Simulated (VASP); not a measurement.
# Hf: single point with PBE

Crystal: Hf.

```
Hf
1.0
     2.34346    0.00000    0.00000
    -1.17173    2.02950    0.00000
     0.00000    0.00000    4.07221
Hf
2
Direct
  0.33333 0.66667 0.25000
  0.66667 0.33333 0.75000
```

This cell differs from its parent crystal: volume scaled by 0.43.

```json
{"Program": "VASP 6.6.1", "Task": "single point", "Functional": "PBE", "Potentials or basis": "VASP PAW PBE potentials, release 64 (Hf_pv)", "Cutoff": "520 eV", "k mesh": "14 × 14 × 8", "Occupations": "fermi-dirac, width 0.05 eV", "Spin": "no spin polarisation"}
```

```yaml
Pressure: 387.3 GPa
Band_gap_on_the_k_mesh: zero (band 10 reaches 13.54 eV, above the bottom of band 11 at 11.59 eV)
```

Stress tensor (GPa, compression positive):
```
387.21   0.00   0.00
  0.00 387.21   0.00
  0.00   0.00 387.42
```

Levels at points of the mesh, in eV from the Fermi level:
```
           k point  band 6  band 7  band 8  band 9  band 10  band 11  band 12  band 13  band 14  band 15
(0.00, 0.00, 0.00)  -26.60   -7.56   -6.36   -0.84     0.92     0.92     2.62     2.62     6.04     6.04
(0.50, 0.00, 0.00)  -27.91   -7.99   -6.67   -5.34     0.80     1.43     3.28     4.64    14.16    14.56
(0.00, 0.00, 0.50)  -26.98   -5.06   -5.06    0.96     0.96     0.98     0.98     0.98     0.98    10.48
(0.50, 0.00, 0.50)  -28.70   -7.61   -7.61   -5.07    -5.07     5.49     5.49     7.96     7.96    14.59
```

Run time: 25 s on 1 thread of Intel Xeon 6975P-C, with other jobs on the host, peak memory 0.16 GiB.

Caveat: spin-orbit coupling is left out, which moves the levels of the heavy elements.
